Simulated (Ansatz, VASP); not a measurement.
AgCl: VASP beside Ansatz

```
CELL_PARAMETERS angstrom
3.25354 0.00000 0.00000
0.00000 3.33116 0.00000
0.00000 0.00000 6.66232
ATOMIC_POSITIONS crystal
Ag 0.00000 0.00000 0.00000
Ag 0.00000 0.00000 0.50000
Cl 0.44047 0.50000 0.25000
Cl 0.55953 0.50000 0.75000
```

Change from the starting cell: mode 1 frozen in at -0.198 Å, normal strain along x -0.0233.

Alike in both runs: task single point; functional PBEsol; k mesh 10 × 10 × 6; occupations gaussian, width 0.05 eV; no spin polarisation.

|  | VASP | Ansatz |
| --- | --- | --- |
| version | VASP 6.6.1 | Ansatz 0.2.0 |
| potentials or method | VASP PAW PBE potentials, release 64 (Ag, Cl), cutoff 520 eV | scalar-relativistic, plane waves, PAW |
| valence electrons in the cell | 36 | 52 |

Ansatz gave:

```
gap on the k mesh at the Fermi level (eV)                     : 0.59
least direct gap on the mesh (eV)                             : 0.60
pressure (GPa)                                                : 2.2
traceless stress, the component that is largest in VASP (GPa) : 1.10
rms of the force components (eV/Å)                            : 0.053
```

Question: Which values does VASP return?

Answer: gap on the k mesh at the Fermi level (eV): 0.59; least direct gap on the mesh (eV): 0.60; pressure (GPa): 2.1; traceless stress, the component that is largest in VASP (GPa): 1.11; rms of the force components (eV/Å): 0.055.

VASP's potentials were made for PBE, not for PBEsol. Atom by atom the forces differ by 0.002 eV/Å (rms over components). With one functional, cell and mesh, what is left measures potentials, basis and numerics. VASP's potentials hold 36 valence electrons a cell and Ansatz's 52, so a difference there can come from the potentials and not from the codes.
